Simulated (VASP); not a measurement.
# InSe in VASP: settings compared

Aim: see how the results for InSe move with the level of theory and the settings. Levels: PBE, LDA. Tasks: single point.

All numbers are computed with VASP 6.6.1; they aren't measurements. Logs are shortened: lines on timing, memory, paths and dates and some standing lists are left out, and cuts for length are marked.

## (1) The cell of the first run

The cell holds a slab with vacuum, 8 atoms: a = 4.072 Å, b = 4.072 Å, c = 47.196 Å, α = 90.00°, β = 90.00°, γ = 120.00°.

## (2) Single point, PBE

INCAR reads:

```
SYSTEM = InSe
  PREC = Accurate
  ENCUT = 400
  EDIFF = 1E-6
  ISMEAR = 0
  SIGMA = 0.02
  LREAL = .FALSE.
  LASPH = .TRUE.
  NELM = 120
  ALGO = Normal
  ISIF = 2
  LWAVE = .FALSE.
  LCHARG = .TRUE.
  LDIPOL = .TRUE.
  IDIPOL = 3
  DIPOL = 0.5 0.5 0.500
  GGA = PE
  LELF = .TRUE.
  LVHAR = .TRUE.
  LVACPOTAV = .TRUE.
  NBANDS = 48
  GGA_COMPAT = .FALSE.
  NELMDL = -8
```

KPOINTS reads:

```
regular mesh
0
G
  9 9 1
  0 0 0
```

POSCAR reads:

```
InSe
1.0
    4.0716073830      0.0000000000      0.0000000000
   -2.0358036920      3.5261154280      0.0000000000
    0.0000000000      0.0000000000     47.1955577010
Se In
4 4
Direct
    0.0000000000      0.0000000000      0.3559421743
    0.0000000000      0.0000000000      0.4689243712
    0.6666666667      0.3333333333      0.5311108704
    0.6666666667      0.3333333333      0.6440578257
    0.6666666667      0.3333333333      0.3828432338
    0.6666666667      0.3333333333      0.4421112215
    0.3333333333      0.6666666667      0.5578902033
    0.3333333333      0.6666666667      0.6171546459
```

Potentials or basis: VASP PAW PBE potentials, release 64 (Se, In_d).

The run is started by

```bash
$ cat potpaw_PBE.64/Se/POTCAR potpaw_PBE.64/In_d/POTCAR > POTCAR
$ mpirun -np 1 vasp_std > vasp.out
```

OUTCAR:

```text
SYSTEM = InSe
   PREC = Accurate
   ENCUT = 400
   EDIFF = 1E-6
   ISMEAR = 0
   LREAL = .FALSE.
   LASPH = .TRUE.
   NELM = 120
   ISIF = 2
   GGA = PE
   NELMDL = -8

 ion  position               nearest neighbor table
   1  0.000  0.000  0.356-   5 2.67   5 2.67   5 2.67
   2  0.000  0.000  0.469-   6 2.67   6 2.67   6 2.67
   3  0.667  0.333  0.531-   7 2.67   7 2.67   7 2.67
   4  0.667  0.333  0.644-   8 2.67   8 2.67   8 2.67
   5  0.667  0.333  0.383-   1 2.67   1 2.67   1 2.67   6 2.80
   6  0.667  0.333  0.442-   2 2.67   2 2.67   2 2.67   5 2.80
   7  0.333  0.667  0.558-   3 2.67   3 2.67   3 2.67   8 2.80
   8  0.333  0.667  0.617-   4 2.67   4 2.67   4 2.67   7 2.80

  LATTYP: Found a hexagonal cell.
 ALAT       =     4.0716073830
 C/A-ratio  =    11.5913822875

  Lattice vectors:

 A1 = (   4.0716073830,   0.0000000000,   0.0000000000)
 A2 = (  -2.0358036920,   3.5261154280,   0.0000000000)
 A3 = (   0.0000000000,   0.0000000000,  47.1955577010)

Analysis of symmetry for initial positions (statically):
=====================================================================
 Subroutine PRICEL returns:
 Original cell was already a primitive cell.

 Routine SETGRP: Setting up the symmetry group for a
 hexagonal supercell.

 Subroutine GETGRP returns: Found  6 space group operations
 (whereof  6 operations were pure point group operations)
 out of a pool of 24 trial point group operations.

The static configuration has the point symmetry C_3v.

Analysis of symmetry for dynamics (positions and initial velocities):
=====================================================================
 Subroutine PRICEL returns:
 Original cell was already a primitive cell.

 Routine SETGRP: Setting up the symmetry group for a
 hexagonal supercell.

 Subroutine GETGRP returns: Found  6 space group operations
 (whereof  6 operations were pure point group operations)
 out of a pool of 24 trial point group operations.

The dynamic configuration has the point symmetry C_3v.

 Subroutine INISYM returns: Found  6 space group operations
 (whereof  6 operations are pure point group operations),
 and found     1 'primitive' translations

----------------------------------------------------------------------------------------

                                     Primitive cell

  volume of cell :     677.5846

  direct lattice vectors                    reciprocal lattice vectors
     4.071607383  0.000000000  0.000000000     0.245603249  0.141799102  0.000000000
    -2.035803692  3.526115428  0.000000000     0.000000000  0.283598203  0.000000000
     0.000000000  0.000000000 47.195557701     0.000000000  0.000000000  0.021188435

  length of vectors
     4.071607383  4.071607383 47.195557701     0.283598203  0.283598203  0.021188435

  position of ions in fractional coordinates (direct lattice)
     0.000000000  0.000000000  0.355942174
     0.000000000  0.000000000  0.468924371
     0.666666667  0.333333333  0.531110870
     0.666666667  0.333333333  0.644057826
     0.666666667  0.333333333  0.382843234
     0.666666667  0.333333333  0.442111221
     0.333333333  0.666666667  0.557890203
     0.333333333  0.666666667  0.617154646

  ion indices of the primitive-cell ions
   primitive index   ion index
                 1           1
                 2           2
                 3           3
                 4           4
                 5           5
                 6           6
                 7           7
                 8           8

----------------------------------------------------------------------------------------

 KPOINTS: regular mesh

Automatic generation of k-mesh.
 Grid dimensions read from file:
 generate k-points for:    9    9    1

 Generating k-lattice:

  Cartesian coordinates                     Fractional coordinates (reciprocal lattice)
     0.027289250  0.015755456  0.000000000     0.111111111  0.000000000  0.000000000
     0.000000000  0.031510911  0.000000000     0.000000000  0.111111111  0.000000000
     0.000000000  0.000000000  0.021188435     0.000000000  0.000000000  1.000000000

  Length of vectors
     0.031510911  0.031510911  0.021188435

  Shift w.r.t. Gamma in fractional coordinates (k-lattice)
     0.000000000  0.000000000  0.000000000

 Subroutine IBZKPT returns following result:
 ===========================================

 Found     12 irreducible k-points:

 Following reciprocal coordinates:
            Coordinates               Weight
  0.000000  0.000000  0.000000      1.000000
  0.111111  0.000000  0.000000      6.000000
  0.222222  0.000000  0.000000      6.000000
  0.333333  0.000000  0.000000      6.000000
  0.444444  0.000000  0.000000      6.000000
  0.111111  0.111111  0.000000      6.000000
  0.222222  0.111111  0.000000     12.000000
  0.333333  0.111111  0.000000     12.000000
  0.444444  0.111111  0.000000      6.000000
  0.222222  0.222222  0.000000      6.000000
  0.333333  0.222222  0.000000     12.000000
  0.333333  0.333333  0.000000      2.000000
   k-points           NKPTS =     12   k-points in BZ     NKDIM =     12   number of bands    NBANDS=     48
   number of dos      NEDOS =    301   number of ions     NIONS =      8
   total plane-waves  NPLWV = 250880
   dimension x,y,z NGX =    28 NGY =   28 NGZ =  320
   dimension x,y,z NGXF=    56 NGYF=   56 NGZF=  640
   ions per type =               4   4
   NGX,Y,Z   is equivalent  to a cutoff of  11.43, 11.43, 11.27 a.u.
   NGXF,Y,Z  is equivalent  to a cutoff of  22.87, 22.87, 22.54 a.u.
 SYSTEM =  InSe
   PREC   = accura    normal or accurate (medium, high low for compatibility)
   ISTART =      0    job   : 0-new  1-cont  2-samecut
   ICHARG =      2    charge: 1-file 2-atom 10-const
   ISPIN  =      1    spin polarized calculation?
   LNONCOLLINEAR =      F non collinear calculations
   LSORBIT =      F    spin-orbit coupling
   LASPH  =      T    aspherical Exc in radial PAW
   ENCUT  =  400.0 eV  29.40 Ry    5.42 a.u.   6.64  6.64 76.96*2*pi/ulx,y,z
   NELM   =    120;   NELMIN=  2; NELMDL= -8     # of ELM steps
   EDIFF  = 0.1E-05   stopping-criterion for ELM
   LREAL  =      F    real-space projection
   EDIFFG = 0.1E-04   stopping-criterion for IOM
   NSW    =      0    number of steps for IOM
   IBRION =     -1    ionic relax: 0-MD 1-quasi-New 2-CG
   NFREE  =      0    steps in history (QN), initial steepest desc. (CG)
   ISIF   =      2    stress and relaxation
   ISYM   =      2    0-nonsym 1-usesym 2-fastsym
   POTIM  = 0.5000    time-step for ionic-motion
   TEBEG  =    0.0;   TEEND  =   0.0 temperature during run
   PSTRESS=    0.0 pullay stress
   NELECT =      76.0000    total number of electrons
   NUPDOWN=      -1.0000    fix difference up-down
   EMIN   =  10.00;   EMAX   =-10.00  energy-range for DOS
   EFERMI =   0.00;   METHOD = LEGACY
   ISMEAR =     0;   SIGMA  =   0.02  broadening in eV -4-tet -1-fermi 0-gaus
   EFERMI_NEDOS =   21; number of points for ismear=-14 and -15
   IALGO  =     38    algorithm
   IMIX   =      4    mixing-type and parameters
     AMIX     =   0.40;   BMIX     =  1.00
     AMIX_MAG =   1.60;   BMIX_MAG =  1.00
  volume/ion in A,a.u.               =      84.70       571.57
  Fermi-wavevector in a.u.,A,eV,Ry     =   0.789511  1.491959  8.480887  0.623328
  Thomas-Fermi vector in A             =   1.894667
   LORBIT       =      0    0 simple, 1 ext, 2 COOP (PROOUT), +10 PAW based schemes
   GGA     = PE    functional components
   LHFCALC =     F    Hartree Fock is set to
   AEXX    =    0.0000 exact exchange contribution
   IVDW    =     0    specifies the selected vdW correction
   LEPSILON=     F    determine dielectric tensor
   LRPA    =     F    only Hartree local field effects (RPA)
 non-spin polarized calculation
 Gauss-broadening in eV      SIGMA  =   0.02
  energy-cutoff  :      400.00
  volume of cell :      677.58
 maximum number of plane-waves:     12453
 NGX is ok and might be reduce to    28
   NGX = 13   NGY = 13   NGZ =153

 number of electron      75.9999966 magnetization

 dipolmoment           0.000000      0.000000     -0.000163 electrons x Angstroem

 Free energy of the ion-electron system (eV)
  ---------------------------------------------------
  ext. energy  EPLUGINS =         0.00000000
  ---------------------------------------------------
  free energy    TOTEN  =       -28.38481655 eV

  energy without entropy =      -28.38481655  energy(sigma->0) =      -28.38481655

 E-fermi :  -2.2138     XC(G=0):  -3.3474

 val. band max:       -2.3600803309   @ k =   0.1111   0.0000   0.0000
 cond. band min:      -1.4872063538   @ k =   0.0000   0.0000   0.0000
 fundamental gap:      0.8728739771
 Fermi energy:        -2.2138289997

 k-point     1 :       0.0000    0.0000    0.0000
  band No.  band energies     occupation
      1     -16.7984      2.00000
      2     -16.7982      2.00000
      3     -16.6132      2.00000
      4     -16.6132      2.00000
      5     -16.6127      2.00000
      6     -16.6127      2.00000
[... 40 lines left out ...]
     47       2.8249      0.00000
     48       2.8383      0.00000

 k-point     2 :       0.1111    0.0000    0.0000
  band No.  band energies     occupation
      1     -16.7977      2.00000
      2     -16.7976      2.00000
      3     -16.6517      2.00000
      4     -16.6480      2.00000
      5     -16.6117      2.00000
      6     -16.6112      2.00000
[... 40 lines left out ...]
     47       2.7704      0.00000
     48       2.8639      0.00000

 k-point     3 :       0.2222    0.0000    0.0000
  band No.  band energies     occupation
      1     -16.8083      2.00000
      2     -16.8062      2.00000
      3     -16.7195      2.00000
      4     -16.7127      2.00000
      5     -16.6605      2.00000
      6     -16.6556      2.00000
[... 448 lines left out ...]
     47       2.8407      0.00000
     48       2.9550      0.00000

 k-point    12 :       0.3333    0.3333    0.0000
  band No.  band energies     occupation
      1     -16.8934      2.00000
      2     -16.8928      2.00000
      3     -16.7955      2.00000
      4     -16.7954      2.00000
      5     -16.7413      2.00000
      6     -16.7410      2.00000
[... 40 lines left out ...]
     47       3.4676      0.00000
     48       3.4825      0.00000

------------------------ aborting loop because EDIFF is reached ----------------------------------------

 vacuum level on the upper side and lower side of the slab       (xc-potential included)        -0.147        -0.146

  FORCE on cell =-STRESS in cart. coord.  units (eV):
  Direction    XX          YY          ZZ          XY          YZ          ZX
  --------------------------------------------------------------------------------------
  -------------------------------------------------------------------------------------
  Total        1.1000714      1.1000714      1.8540210     -0.0000000      0.0000000     -0.0000000
  in kB        2.6011651      2.6011651      4.3839105     -0.0000000      0.0000000     -0.0000000
  external PRESSURE =       3.1954136 kB  Pullay stress =       0.0000000 kB

 VOLUME and BASIS-vectors are now :
 -----------------------------------------------------------------------------
  energy-cutoff  :      400.00
  volume of cell :      677.58
      direct lattice vectors                 reciprocal lattice vectors
     4.071607383  0.000000000  0.000000000     0.245603249  0.141799102  0.000000000
    -2.035803692  3.526115428  0.000000000     0.000000000  0.283598203  0.000000000
     0.000000000  0.000000000 47.195557701     0.000000000  0.000000000  0.021188435

 POSITION                                       TOTAL-FORCE (eV/Angst)
 -----------------------------------------------------------------------------------
      0.00000      0.00000     16.79889        -0.000000      0.000000     -0.089736
      0.00000      0.00000     22.13115         0.000000      0.000000     -0.007576
      2.03580      1.17537     25.06607         0.000000      0.000000      0.003670
      2.03580      1.17537     30.39667         0.000000     -0.000000      0.089815
      2.03580      1.17537     18.06850        -0.000000      0.000000     -0.054115
      2.03580      1.17537     20.86569         0.000000      0.000000     -0.017525
     -0.00000      2.35074     26.32994        -0.000000     -0.000000      0.021535
     -0.00000      2.35074     29.12696         0.000000      0.000000      0.053930
 -----------------------------------------------------------------------------------
    total drift:                               -0.000000     -0.000000      0.000244

  FREE ENERGIE OF THE ION-ELECTRON SYSTEM (eV)
  ---------------------------------------------------
  free  energy   TOTEN  =       -28.3848165548 eV

  energy  without entropy=      -28.3848165548  energy(sigma->0) =      -28.38481655

 vacuum level on the upper side and lower side of the slab         3.228         3.230
```

It took 7 min on 1 thread of Oxide Virtual Turin-like, shared host; peak memory 0.66 GiB.

Results:

```
Free energy                            : -28.3848 eV
Largest force                          : 0.090 eV/Å
Band gap on the k mesh                 : 0.87 eV (least direct gap 0.94 eV)
Ionisation potential of the upper face : 5.59 eV
```

Forces on the atoms (eV/Å):
```
Se   0.000  0.000 -0.090
Se   0.000  0.000 -0.008
Se   0.000  0.000  0.004
Se   0.000  0.000  0.090
In   0.000  0.000 -0.054
In   0.000  0.000 -0.018
In   0.000  0.000  0.022
In   0.000  0.000  0.054
```

Caveat: spin-orbit coupling is left out, which moves the levels of the heavy elements.

(Part 1 of 2 ends here.)
